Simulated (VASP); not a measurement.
Input of a VASP 6.6.1 run:

The input INCAR:

```
SYSTEM = Ag
PREC     = Accurate       ! precision mode
ENCUT    = 600            ! plane-wave cutoff, eV
EDIFF    = 1E-6           ! SCF threshold, eV
ISMEAR   = -1             ! smearing method
SIGMA    = 0.1            ! smearing width, eV
LREAL    = .FALSE.        ! projectors in reciprocal space
LASPH    = .TRUE.         ! aspherical terms in the spheres
NELM     = 100            ! most SCF steps
ALGO     = Normal         ! electronic algorithm
ISIF     = 3              ! what is computed and relaxed
LWAVE    = .FALSE.        ! write WAVECAR
LCHARG   = .FALSE.        ! write CHGCAR
GGA      = PS             ! functional
IBRION   = 2              ! ionic algorithm
NSW      = 100            ! ionic steps
EDIFFG   = -0.002         ! ionic threshold
PSTRESS  = 100.0
```

The input KPOINTS:

```
regular mesh
0
G
  18 18 10
  0 0 0
```

POSCAR

```
Ag
1.0
    2.8659173720      0.0000000000      0.0000000000
   -1.4329586860      2.4819572493      0.0000000000
    0.0000000000      0.0000000000      4.6950714570
Ag
2
Direct
    0.3333333333      0.6666666667      0.2500000000
    0.6666666667      0.3333333333      0.7500000000
```

Potentials or basis: VASP PAW PBE potentials, release 64 (Ag).

Launch:

```console
$ cat potpaw_PBE.64/Ag/POTCAR > POTCAR
$ mpirun -np 1 vasp_std > vasp.out
```

Task: What does it give for the band gap on the k mesh?

Result: Zero (bands 11 and 12 overlap by 7.84 eV).

Task: What does it give for the relaxed cell?

Result: a = 2.798 Å, b = 2.798 Å, c = 4.584 Å, α = 90.00°, β = 90.00°, γ = 120.00°.

Task: Estimate the relaxed volume.

Result: 15.54 Å³/atom.

Final structure:
```cif
data_structure
_symmetry_space_group_name_H-M 'P 1'
_symmetry_Int_Tables_number 1
_cell_length_a 2.7984
_cell_length_b 2.7984
_cell_length_c 4.5836
_cell_angle_alpha 90.000
_cell_angle_beta 90.000
_cell_angle_gamma 120.000
_cell_volume 31.09
loop_
_atom_site_label
_atom_site_type_symbol
_atom_site_fract_x
_atom_site_fract_y
_atom_site_fract_z
_atom_site_occupancy
Ag1 Ag 0.33333 0.66667 0.25000 1
Ag2 Ag 0.66667 0.33333 0.75000 1
```

Caveat: the cell is relaxed towards a set pressure, so the run minimises the enthalpy, not the energy; the PAW data sets were made with another functional, which shifts forces and pressure a little.
